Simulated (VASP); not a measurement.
Input of a VASP 6.6.1 run:

Contents of INCAR:

```
SYSTEM = GaP
PREC     = Accurate       ! precision mode
ENCUT    = 520            ! plane-wave cutoff, eV
EDIFF    = 1E-7           ! SCF threshold, eV
ISMEAR   = 0              ! smearing method
SIGMA    = 0.01           ! smearing width, eV
LREAL    = .False.        ! projectors in reciprocal space
LASPH    = .True.         ! aspherical terms in the spheres
NELM     = 80             ! most SCF steps
ALGO     = Normal         ! electronic algorithm
ISIF     = 2              ! what is computed and relaxed
LWAVE    = .False.        ! write WAVECAR
LCHARG   = .False.        ! write CHGCAR
GGA      = PS             ! functional
NBANDS   = 16             ! bands
```

File KPOINTS:

```
regular mesh
0
Gamma
  8 8 8
  0 0 0
```

Contents of POSCAR:

```
GaP
1.0
    0.0000000000      2.7252500000      2.7252500000
    2.7252500000      0.0000000000      2.7252500000
    2.7252500000      2.7252500000      0.0000000000
Ga P
1 1
Direct
    0.0000000000      0.0000000000      0.0000000000
    0.2500000000      0.2500000000      0.2500000000
```

Potentials or basis: VASP PAW PBE potentials, release 64 (Ga_d, P).

Run with:

```sh
$ cat potpaw_PBE.64/Ga_d/POTCAR potpaw_PBE.64/P/POTCAR > POTCAR
$ mpirun -np 1 vasp_std > vasp.out
```

What does it give for the pressure?

-0.7 GPa.

Predict the band gap on the k mesh.

1.52 eV, indirect (least direct gap 1.75 eV).

Caveat: the PAW data sets were made with another functional, which shifts forces and pressure a little.

**What was measured.**

“Stacking defects in GaP nanowires: Electronic structure and optical properties”, 2018, arxiv:1810.01194 quotes, for a bulk crystal of GaP at 10 K: band gap 2.34 eV (indirect).

Measured gap of GaP: 2.34 eV (indirect; 10 K; quoted in “Stacking defects in GaP nanowires: Electronic structure and optical properties”, 2018, arxiv:1810.01194). This calculation gives 1.52 eV (-0.82 eV). Spin-orbit coupling on Ga is left out. The value is that of PBEsol on a finite k mesh, which can miss the band edges, without temperature or zero-point motion. Semilocal functionals fall short of measured gaps as a rule.
